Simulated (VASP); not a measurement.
Wanted: the native input for a VASP 6.6.1 run.

```yaml
Task: single point
Functional: PBE
Potentials_or_basis: VASP PAW PBE potentials, release 64 (N_h)
Cutoff: 1000 eV
k_mesh: 1 × 1 × 1
Occupations: fermi-dirac, width 0.05 eV
Spin: no spin polarisation
Dipole_correction: no
Further_INCAR_settings: ALGO = Normal; EDIFF = 1e-06; NBANDS = 42
```

The structure of N lies in POSCAR:

```
N
1.0
    7.0338500000      0.0000000000      0.0000000000
    0.0000000000      7.0338500000      0.0000000000
    0.0000000000      0.0000000000      7.0338500000
N
12
Direct
    0.7481677886      1.2141714708      0.1092289429
    0.8519658508      1.1634737733      0.0018624224
    0.6227457225      0.3869573562      0.5226725051
    0.7503145504      0.4387355431      0.4609708765
   -0.0365944682      0.5507652281      0.8402795055
   -0.1106079885      0.6728747414      0.7686686523
    0.4048991662      1.0157737228      0.4232390512
    0.4189881786      0.8605386808      0.4040461483
    0.4906274658      0.8808120730      0.9310832617
    0.3395437776      0.9140371205      0.9118619248
    0.2206046475      0.3942790932      0.2763209338
    0.2728662112      0.4664301911      0.1478990880
```

One way to write it, as run:

INCAR

```
SYSTEM = N
PREC = Accurate ; ENCUT = 1000
EDIFF = 1E-6 ; ISMEAR = -1
SIGMA = 0.05 ; LREAL = .False.
LASPH = .True. ; NELM = 120
ALGO = Normal ; ISIF = 2
LWAVE = .False. ; LCHARG = .False.
GGA = PE ; NBANDS = 42
GGA_COMPAT = .False.
```

KPOINTS

```
regular mesh
0
Gamma
  1 1 1
  0 0 0
```

Potentials or basis: VASP PAW PBE potentials, release 64 (N_h).

Command:

```bash
$ cat potpaw_PBE.64/N_h/POTCAR > POTCAR
$ mpirun -np 1 vasp_gam > vasp.out
```

It gave:

```json
{
  "Pressure": "1.2 GPa",
  "Largest force": "6.823 eV/Å"
}
```

Caveat: the k points lie up to 0.89 Å⁻¹ apart, too coarse for converged energies, forces and pressures; the atoms stand as in a frame of molecular dynamics.

Wall time 78 s on 1 thread of Intel(R) Xeon(R) Platinum 8488C (Sapphire Rapids), with other jobs on the host, peak memory 0.87 GiB.
